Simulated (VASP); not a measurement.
# BN (P-6m2) in VASP: further runs

Runs on BN. Level: PBE+D3(BJ). Tasks: single point.

Program: VASP 6.6.1. These are calculated values, not measurements. Logs are shortened: lines on timing, memory, paths and dates and some standing lists are left out, and cuts for length are marked.

### Step 1. The cell of the first run

It takes space group P-6m2 (No. 187, hexagonal). The conventional cell has a = 2.470 Å, b = 2.470 Å, c = 6.911 Å, α = 90.00°, β = 90.00°, γ = 120.00°. Within 1.9 Å of B (site symmetry -6m2) lie 3 N at 1.43 Å. Within 1.9 Å of B (site symmetry -6m2) lie 3 N at 1.43 Å. Within 1.9 Å of N (site symmetry -6m2) lie 3 B at 1.43 Å. N (site symmetry -6m2) has 3 B at 1.43 Å within 1.9 Å.

### Step 2. Single point, PBE+D3(BJ)

INCAR

```
PREC = Accurate
ENCUT = 520
EDIFF = 1E-6
ISMEAR = 0
SIGMA = 0.05
LREAL = F
LASPH = T
NELM = 100
ALGO = Normal
ISIF = 2
LWAVE = F
LCHARG = F
GGA = PE
IVDW = 12
NBANDS = 16
```

KPOINTS

```
regular mesh
0
Gamma
  12 12 4
```

POSCAR

```
BN
1.0
    2.4695074452      0.0000000000      0.0000000000
   -1.2347537226      2.1386561823      0.0000000000
    0.0000000000      0.0000000000      6.9111817972
B N
2 2
Direct
    0.0000000000      0.0000000000      0.5000000000
    0.3333333333      0.6666666667      0.0000000000
    0.0000000000      0.0000000000      0.0000000000
    0.6666666667      0.3333333333      0.5000000000
```

Potentials or basis: VASP PAW PBE potentials, release 64 (B, N).

Command:

```bash
> cat potpaw_PBE.64/B/POTCAR potpaw_PBE.64/N/POTCAR > POTCAR
> mpirun -np 1 vasp_std > vasp.out
```

OUTCAR:

```text
PREC = Accurate
   ENCUT = 520
   EDIFF = 1E-6
   ISMEAR = 0
   LREAL = F
   LASPH = T
   NELM = 100
   ISIF = 2
   GGA = PE
   IVDW = 12
 IVDW          = 12

 ion  position               nearest neighbor table
   1  0.000  0.000  0.500-   4 1.43   4 1.43   4 1.43
   2  0.333  0.667  0.000-   3 1.43   3 1.43   3 1.43
   3  0.000  0.000  0.000-   2 1.43   2 1.43   2 1.43
   4  0.667  0.333  0.500-   1 1.43   1 1.43   1 1.43

  LATTYP: Found a hexagonal cell.
 ALAT       =     2.4695074452
 C/A-ratio  =     2.7986073946

  Lattice vectors:

 A1 = (   2.4695074452,   0.0000000000,   0.0000000000)
 A2 = (  -1.2347537226,   2.1386561823,   0.0000000000)
 A3 = (   0.0000000000,   0.0000000000,   6.9111817972)

Analysis of symmetry for initial positions (statically):
=====================================================================
 Subroutine PRICEL returns:
 Original cell was already a primitive cell.

 Routine SETGRP: Setting up the symmetry group for a
 hexagonal supercell.

 Subroutine GETGRP returns: Found 12 space group operations
 (whereof 12 operations were pure point group operations)
 out of a pool of 24 trial point group operations.

The static configuration has the point symmetry D_3h.

Analysis of symmetry for dynamics (positions and initial velocities):
=====================================================================
 Subroutine PRICEL returns:
 Original cell was already a primitive cell.

 Routine SETGRP: Setting up the symmetry group for a
 hexagonal supercell.

 Subroutine GETGRP returns: Found 12 space group operations
 (whereof 12 operations were pure point group operations)
 out of a pool of 24 trial point group operations.

The dynamic configuration has the point symmetry D_3h.

 Subroutine INISYM returns: Found 12 space group operations
 (whereof 12 operations are pure point group operations),
 and found     1 'primitive' translations

----------------------------------------------------------------------------------------

                                     Primitive cell

  volume of cell :      36.5009

  direct lattice vectors                    reciprocal lattice vectors
     2.469507445  0.000000000  0.000000000     0.404939050  0.233791670  0.000000000
    -1.234753723  2.138656182  0.000000000     0.000000000  0.467583340  0.000000000
[... 89 lines left out ...]
   EDIFF  = 0.1E-05   stopping-criterion for ELM
   LREAL  =      F    real-space projection
   EDIFFG = 0.1E-04   stopping-criterion for IOM
   NSW    =      0    number of steps for IOM
   IBRION =     -1    ionic relax: 0-MD 1-quasi-New 2-CG
   NFREE  =      0    steps in history (QN), initial steepest desc. (CG)
   ISIF   =      2    stress and relaxation
   ISYM   =      2    0-nonsym 1-usesym 2-fastsym
   POTIM  = 0.5000    time-step for ionic-motion
   TEBEG  =    0.0;   TEEND  =   0.0 temperature during run
   PSTRESS=    0.0 pullay stress
   NELECT =      16.0000    total number of electrons
   NUPDOWN=      -1.0000    fix difference up-down
   EMIN   =  10.00;   EMAX   =-10.00  energy-range for DOS
   EFERMI =   0.00;   METHOD = LEGACY
   ISMEAR =     0;   SIGMA  =   0.05  broadening in eV -4-tet -1-fermi 0-gaus
   EFERMI_NEDOS =   21; number of points for ismear=-14 and -15
   IALGO  =     38    algorithm
   IMIX   =      4    mixing-type and parameters
     AMIX     =   0.40;   BMIX     =  1.00
     AMIX_MAG =   1.60;   BMIX_MAG =  1.00
  volume/ion in A,a.u.               =       9.13        61.58
  Fermi-wavevector in a.u.,A,eV,Ry     =   1.243599  2.350061 21.041925  1.546538
  Thomas-Fermi vector in A             =   2.377902
   LORBIT       =      0    0 simple, 1 ext, 2 COOP (PROOUT), +10 PAW based schemes
   GGA     = PE    functional components
   LHFCALC =     F    Hartree Fock is set to
   AEXX    =    0.0000 exact exchange contribution
   IVDW    =    12    specifies the selected vdW correction
   LEPSILON=     F    determine dielectric tensor
   LRPA    =     F    only Hartree local field effects (RPA)
 non-spin polarized calculation
 Gauss-broadening in eV      SIGMA  =   0.05
  energy-cutoff  :      520.00
  volume of cell :       36.50
 maximum number of plane-waves:      1006
   NGX =  9   NGY =  9   NGZ = 25

 number of electron      16.0000001 magnetization

 Free energy of the ion-electron system (eV)
  ---------------------------------------------------
  ext. energy  EPLUGINS =         0.00000000
  ---------------------------------------------------
  free energy    TOTEN  =       -35.10304129 eV

  energy without entropy =      -35.10304129  energy(sigma->0) =      -35.10304129

 E-fermi :   2.3724     XC(G=0):  -9.8942

 val. band max:        2.1700649383   @ k =   0.3333   0.3333   0.5000
 cond. band min:       6.6535695611   @ k =   0.5000   0.0000   0.0000
 fundamental gap:      4.4835046228
 Fermi energy:         2.3724179043

 k-point     1 :       0.0000    0.0000    0.0000
  band No.  band energies     occupation
      1     -15.8847      2.00000
      2     -15.6639      2.00000
      3      -4.1226      2.00000
      4      -2.4148      2.00000
      5       0.8264      2.00000
      6       0.8264      2.00000
[... 433 lines left out ...]
      3      -4.8607      2.00000
      4      -4.7759      2.00000
      5      -1.5109      2.00000
      6      -1.4389      2.00000
[... 8 lines left out ...]
     15      19.0728      0.00000
     16      20.7075      0.00000

 [... further k-points ...]

------------------------ aborting loop because EDIFF is reached ----------------------------------------

 Edisp (eV)   -0.55287

 E8    (eV) :    -0.1612

  FORCE on cell =-STRESS in cart. coord.  units (eV):
  Direction    XX          YY          ZZ          XY          YZ          ZX
  --------------------------------------------------------------------------------------
  -------------------------------------------------------------------------------------
  Total       3.78004     3.78004    -0.30178     0.00000    -0.00000     0.00000
  in kB     165.92167   165.92167   -13.24655     0.00000    -0.00000     0.00000
  external pressure =      106.20 kB  Pullay stress =        0.00 kB

 VOLUME and BASIS-vectors are now :
 -----------------------------------------------------------------------------
  energy-cutoff  :      520.00
  volume of cell :       36.50
      direct lattice vectors                 reciprocal lattice vectors
     2.469507445  0.000000000  0.000000000     0.404939050  0.233791670  0.000000000
    -1.234753723  2.138656182  0.000000000     0.000000000  0.467583340  0.000000000
     0.000000000  0.000000000  6.911181797     0.000000000  0.000000000  0.144693054

 POSITION                                       TOTAL-FORCE (eV/Angst)
 -----------------------------------------------------------------------------------
      0.00000      0.00000      3.45559         0.000000     -0.000000      0.000000
     -0.00000      1.42577      0.00000        -0.000000      0.000000      0.000000
      0.00000      0.00000      0.00000         0.000000      0.000000      0.000000
      1.23475      0.71289      3.45559         0.000000      0.000000      0.000000
 -----------------------------------------------------------------------------------
    total drift:                                0.000003     -0.000002     -0.000000

  FREE ENERGIE OF THE ION-ELECTRON SYSTEM (eV)
  ---------------------------------------------------
  free  energy   TOTEN  =       -35.6559136978 eV

  energy  without entropy=      -35.6559136978  energy(sigma->0) =      -35.65591370
```

OSZICAR:

```text
N       E                     dE             d eps       ncg     rms          rms(c)
DAV:   1     0.444381642285E+02    0.44438E+02   -0.76833E+03  1824   0.921E+02
DAV:   2    -0.359176224877E+02   -0.80356E+02   -0.72876E+02  2584   0.213E+02
DAV:   3    -0.389989447265E+02   -0.30813E+01   -0.30683E+01  2360   0.402E+01
DAV:   4    -0.390175387836E+02   -0.18594E-01   -0.18589E-01  2312   0.355E+00
DAV:   5    -0.390177168556E+02   -0.17807E-03   -0.17807E-03  2344   0.335E-01    0.117E+01
DAV:   6    -0.355345344598E+02    0.34832E+01   -0.53988E+00  2376   0.179E+01    0.530E+00
DAV:   7    -0.351913604044E+02    0.34317E+00   -0.65312E-01  2368   0.584E+00    0.325E+00
DAV:   8    -0.351058965321E+02    0.85464E-01   -0.24922E-01  2304   0.337E+00    0.469E-01
DAV:   9    -0.351019330228E+02    0.39635E-02   -0.15595E-02  2016   0.101E+00    0.208E-01
DAV:  10    -0.351029191311E+02   -0.98611E-03   -0.12595E-03  2192   0.282E-01    0.344E-02
DAV:  11    -0.351030229454E+02   -0.10381E-03   -0.96739E-05  2232   0.786E-02    0.266E-02
DAV:  12    -0.351030411555E+02   -0.18210E-04   -0.31832E-05  1992   0.383E-02    0.387E-03
DAV:  13    -0.351030412862E+02   -0.13069E-06   -0.97385E-07  2056   0.749E-03
   1 F= -.35655914E+02 E0= -.35655914E+02  d E =-.134987E-10
```

stdout:

```text
POSCAR found type information on POSCAR B N
 POSCAR found :  2 types and       4 ions
 scaLAPACK will be used
 LDA part: xc-table for (Slater+PW92), standard interpolation
 POSCAR, INCAR and KPOINTS ok, starting setup
 FFT: planning ... GRIDC
 FFT: planning ... GRID_SOFT
 FFT: planning ... GRID
 WAVECAR not read
 entering main loop
```

It took 13 s on 1 thread of Intel Xeon 6975P-C (Granite Rapids), shared host; peak memory 0.16 GiB.

What came out:

| Property | Result |
| --- | --- |
| Free energy | -35.6559 eV |
| Pressure | 10.6 GPa |
| Band gap on the k mesh | 4.48 eV, indirect (least direct gap 4.65 eV) |
| Dispersion energy per atom | -0.138 eV |

Stress tensor (GPa, compression positive):
```
16.59  0.00  0.00
 0.00 16.59  0.00
 0.00  0.00 -1.32
```

### Step 3. Single point, PBE+D3(BJ)

This run uses another cell than the first one, of the same volume but with other edges.

INCAR

```
  ALGO = Normal
  EDIFF = 1E-6
  ENCUT = 520
  GGA = PE
  ISIF = 2
  ISMEAR = 0
  IVDW = 12
  LASPH = T
  LCHARG = T
  LELF = T
  LREAL = F
  LVHAR = T
  LWAVE = F
  NBANDS = 16
  NELM = 100
  PREC = Accurate
  SIGMA = 0.05
```

KPOINTS

```
k-points
0
Gamma
  12 12 4
```

POSCAR

```
BN
1.0
    2.7038137805      0.0000000000      0.0000000000
   -1.3519068903      2.3415714211      0.0000000000
    0.0000000000      0.0000000000      5.7652672305
B N
2 2
Direct
    0.0000000000      0.0000000000      0.5000000000
    0.3333333333      0.6666666667      0.0000000000
    0.0000000000      0.0000000000      0.0000000000
    0.6666666667      0.3333333333      0.5000000000
```

Potentials or basis: VASP PAW PBE potentials, release 64 (B, N).

Command:

```bash
> cat potpaw_PBE.64/B/POTCAR potpaw_PBE.64/N/POTCAR > POTCAR
> mpirun -np 1 vasp_std > vasp.out
```

OUTCAR:

```text
EDIFF = 1E-6
   ENCUT = 520
   GGA = PE
   ISIF = 2
   ISMEAR = 0
   IVDW = 12
   LASPH = T
   LREAL = F
   NELM = 100
   PREC = Accurate
 IVDW          = 12

 ion  position               nearest neighbor table
   1  0.000  0.000  0.500-   4 1.56   4 1.56   4 1.56
   2  0.333  0.667  0.000-   3 1.56   3 1.56   3 1.56
   3  0.000  0.000  0.000-   2 1.56   2 1.56   2 1.56
   4  0.667  0.333  0.500-   1 1.56   1 1.56   1 1.56

  LATTYP: Found a hexagonal cell.
 ALAT       =     2.7038137805
 C/A-ratio  =     2.1322723007

  Lattice vectors:

 A1 = (   2.7038137805,   0.0000000000,   0.0000000000)
 A2 = (  -1.3519068903,   2.3415714211,   0.0000000000)
 A3 = (   0.0000000000,   0.0000000000,   5.7652672305)

Analysis of symmetry for initial positions (statically):
=====================================================================
 Subroutine PRICEL returns:
 Original cell was already a primitive cell.

 Routine SETGRP: Setting up the symmetry group for a
 hexagonal supercell.

 Subroutine GETGRP returns: Found 12 space group operations
 (whereof 12 operations were pure point group operations)
 out of a pool of 24 trial point group operations.

The static configuration has the point symmetry D_3h.

Analysis of symmetry for dynamics (positions and initial velocities):
=====================================================================
 Subroutine PRICEL returns:
 Original cell was already a primitive cell.

 Routine SETGRP: Setting up the symmetry group for a
 hexagonal supercell.

 Subroutine GETGRP returns: Found 12 space group operations
 (whereof 12 operations were pure point group operations)
 out of a pool of 24 trial point group operations.

The dynamic configuration has the point symmetry D_3h.

 Subroutine INISYM returns: Found 12 space group operations
[... 120 lines left out ...]
     AMIX     =   0.40;   BMIX     =  1.00
     AMIX_MAG =   1.60;   BMIX_MAG =  1.00
  volume/ion in A,a.u.               =       9.13        61.58
  Fermi-wavevector in a.u.,A,eV,Ry     =   1.243599  2.350061 21.041925  1.546538
  Thomas-Fermi vector in A             =   2.377902
   LORBIT       =      0    0 simple, 1 ext, 2 COOP (PROOUT), +10 PAW based schemes
   GGA     = PE    functional components
   LHFCALC =     F    Hartree Fock is set to
   AEXX    =    0.0000 exact exchange contribution
   IVDW    =    12    specifies the selected vdW correction
   LEPSILON=     F    determine dielectric tensor
   LRPA    =     F    only Hartree local field effects (RPA)
 non-spin polarized calculation
 Gauss-broadening in eV      SIGMA  =   0.05
  energy-cutoff  :      520.00
  volume of cell :       36.50
 maximum number of plane-waves:      1005
 NGX is ok and might be reduce to    20

 number of electron      15.9999999 magnetization

 Free energy of the ion-electron system (eV)
  ---------------------------------------------------
  ext. energy  EPLUGINS =         0.00000000
  ---------------------------------------------------
  free energy    TOTEN  =       -33.82545321 eV

  energy without entropy =      -33.82545321  energy(sigma->0) =      -33.82545321

 E-fermi :   2.9202     XC(G=0): -10.4834

 val. band max:        2.6829627757   @ k =   0.3333   0.3333   0.5000
 cond. band min:       6.0568524903   @ k =   0.3333   0.3333   0.0000
 fundamental gap:      3.3738897146
 Fermi energy:         2.9201596656

 k-point     1 :       0.0000    0.0000    0.0000
  band No.  band energies     occupation
      1     -14.3288      2.00000
      2     -13.4409      2.00000
      3      -3.4228      2.00000
      4       0.6103      2.00000
      5       0.7747      2.00000
      6       0.7747      2.00000
[... 433 lines left out ...]
      3      -4.1409      2.00000
      4      -3.7144      2.00000
      5      -1.0339      2.00000
      6      -0.6195      2.00000
[... 8 lines left out ...]
     15      17.5527      0.00000
     16      17.9219      0.00000

 [... further k-points ...]

------------------------ aborting loop because EDIFF is reached ----------------------------------------

 Edisp (eV)   -0.57217

 E8    (eV) :    -0.1702

  FORCE on cell =-STRESS in cart. coord.  units (eV):
  Direction    XX          YY          ZZ          XY          YZ          ZX
  --------------------------------------------------------------------------------------
  -------------------------------------------------------------------------------------
  Total     -15.18835   -15.18835     1.53456     0.00000     0.00000     0.00000
  in kB    -666.68015  -666.68015    67.35826     0.00000     0.00000     0.00000
  external pressure =     -422.00 kB  Pullay stress =        0.00 kB

 VOLUME and BASIS-vectors are now :
 -----------------------------------------------------------------------------
  energy-cutoff  :      520.00
  volume of cell :       36.50
      direct lattice vectors                 reciprocal lattice vectors
     2.703813780  0.000000000  0.000000000     0.369847956  0.213531817  0.000000000
    -1.351906890  2.341571421  0.000000000     0.000000000  0.427063634  0.000000000
     0.000000000  0.000000000  5.765267231     0.000000000  0.000000000  0.173452498

 POSITION                                       TOTAL-FORCE (eV/Angst)
 -----------------------------------------------------------------------------------
      0.00000      0.00000      2.88263        -0.000000     -0.000000      0.000000
     -0.00000      1.56105      0.00000        -0.000000      0.000000      0.000000
      0.00000      0.00000      0.00000         0.000000     -0.000000      0.000000
      1.35191      0.78052      2.88263         0.000000     -0.000000      0.000000
 -----------------------------------------------------------------------------------
    total drift:                               -0.000002      0.000001      0.000000

  FREE ENERGIE OF THE ION-ELECTRON SYSTEM (eV)
  ---------------------------------------------------
  free  energy   TOTEN  =       -34.3976242078 eV

  energy  without entropy=      -34.3976242078  energy(sigma->0) =      -34.39762421
```

It took 14 s on 1 thread of Intel Xeon 6975P-C (Granite Rapids), shared host; peak memory 0.17 GiB.

What came out:

```yaml
Free_energy: -34.3976 eV
Pressure: -42.2 GPa
Band_gap_on_the_k_mesh: 3.37 eV, indirect (least direct gap 3.51 eV)
Dispersion_energy_per_atom: -0.143 eV
```

Levels at points of the mesh, in eV from the valence-band top:
```
           k point  band 6  band 7  band 8  band 9  band 10  band 11
(0.00, 0.00, 0.00)   -1.91   -1.51   -1.51    5.35     8.58     9.36
(0.50, 0.00, 0.00)   -3.73   -1.82   -0.56    3.87     5.49     6.96
(0.00, 0.00, 0.50)   -1.90   -1.52   -1.52    7.29     7.57     9.41
(0.50, 0.00, 0.50)   -3.78   -1.07   -0.73    3.79     4.13     7.30
```

### Step 4. Single point, PBE+D3(BJ)

This run uses another cell than the first one, of the same volume but with other edges.

INCAR

```
PREC = Accurate
ENCUT = 520
EDIFF = 1E-6
ISMEAR = 0
SIGMA = 0.05
LREAL = False
LASPH = True
NELM = 60
ALGO = Normal
ISIF = 2
LWAVE = False
LCHARG = False
GGA = PE
IVDW = 12
NBANDS = 16
```

KPOINTS

```
Automatic mesh
0
Gamma
  12 12 4
```

POSCAR

```
BN
1.0
    2.2998119278      0.0000000000      0.0000000000
   -1.1499059639      1.9916955534      0.0000000000
    0.0000000000      0.0000000000      7.9687160646
B N
2 2
Direct
    0.0000000000      0.0000000000      0.5000000000
    0.3333333333      0.6666666667      0.0000000000
    0.0000000000      0.0000000000      0.0000000000
    0.6666666667      0.3333333333      0.5000000000
```

Command:

```bash
> cat potpaw_PBE.64/B/POTCAR potpaw_PBE.64/N/POTCAR > POTCAR
> mpirun -np 1 vasp_std > vasp.out
```

It took 14 s on 1 thread of Intel Xeon 6975P-C (Granite Rapids), shared host; peak memory 0.17 GiB.

Results (log left out):

```yaml
Free_energy: -33.5430 eV
Pressure: 74.3 GPa
Band_gap_on_the_k_mesh: 4.13 eV, indirect (least direct gap 5.08 eV)
Dispersion_energy_per_atom: -0.127 eV
```

Stress tensor (GPa, compression positive):
```
112.75   0.00   0.00
  0.00 112.75   0.00
  0.00   0.00  -2.52
```

Levels at points of the mesh, in eV from the valence-band top:
```
           k point  band 6  band 7  band 8  band 9  band 10  band 11
(0.00, 0.00, 0.00)   -0.96   -0.95   -0.95    4.13     7.95    11.92
(0.50, 0.00, 0.00)   -4.52   -1.28   -1.12    5.03     5.51    11.84
(0.00, 0.00, 0.50)   -0.96   -0.95   -0.95    5.61     5.61    13.85
(0.50, 0.00, 0.50)   -4.52   -1.20   -1.19    5.22     5.23    12.32
```

### Step 5. Summary

| cell | gap on the mesh (eV) | pressure (GPa) |
| --- | --- | --- |
| a = 2.470, b = 2.470, c = 6.911 Å, angles 90.0, 90.0, 120.0°, 4 atoms | 4.48 | 10.6 |
| a = 2.704, b = 2.704, c = 5.765 Å, angles 90.0, 90.0, 120.0°, 4 atoms | 3.37 | -42.2 |
| a = 2.300, b = 2.300, c = 7.969 Å, angles 90.0, 90.0, 120.0°, 4 atoms | 4.13 | 74.3 |

Alike in all rows: task single point; level PBE+D3(BJ); potentials or basis VASP PAW PBE potentials, release 64 (B, N); no spin polarisation; k mesh 12 × 12 × 4; cutoff (eV) 520; smearing gaussian 0.05 eV.

Absolute energies hang on the potentials; compare differences alone.
